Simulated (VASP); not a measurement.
# BiTe: single point with PBE

The system is BiTe.

```
Bi Te
1.0
     0.00000    3.23500    3.23500
     3.23500    0.00000    3.23500
     6.47000    6.47000    0.00000
Bi Te
2 2
Direct
  0.00000 0.00000 0.00000
  0.00000 0.00000 0.50000
  0.50000 0.50000 0.25000
  0.50000 0.50000 0.75000
```

```json
{
  "Program": "VASP 6.6.1",
  "Task": "single point",
  "Functional": "PBE",
  "Potentials or basis": "VASP PAW PBE potentials, release 64 (Bi_d, Te)",
  "Cutoff": "520 eV",
  "k mesh": "5 × 5 × 5",
  "Occupations": "methfessel-paxton, width 0.1 eV",
  "Spin": "no spin polarisation"
}
```

```yaml
Pressure: 0.7 GPa
Band_gap_on_the_k_mesh: zero (bands 21 and 22 overlap by 1.97 eV)
```

Levels at points of the mesh, in eV from the Fermi level:
```tsv
k point	band 18	band 19	band 20	band 21	band 22	band 23	band 24	band 25
(0.00, 0.00, 0.00)	-1.98	-1.98	-1.66	-0.87	-0.68	-0.68	2.09	2.09
```

Run time: 2.8 min on 1 thread of Intel Xeon 8259CL, on a shared host, peak memory 0.31 GiB.

Caveat: spin-orbit coupling is left out, which moves the levels of the heavy elements.
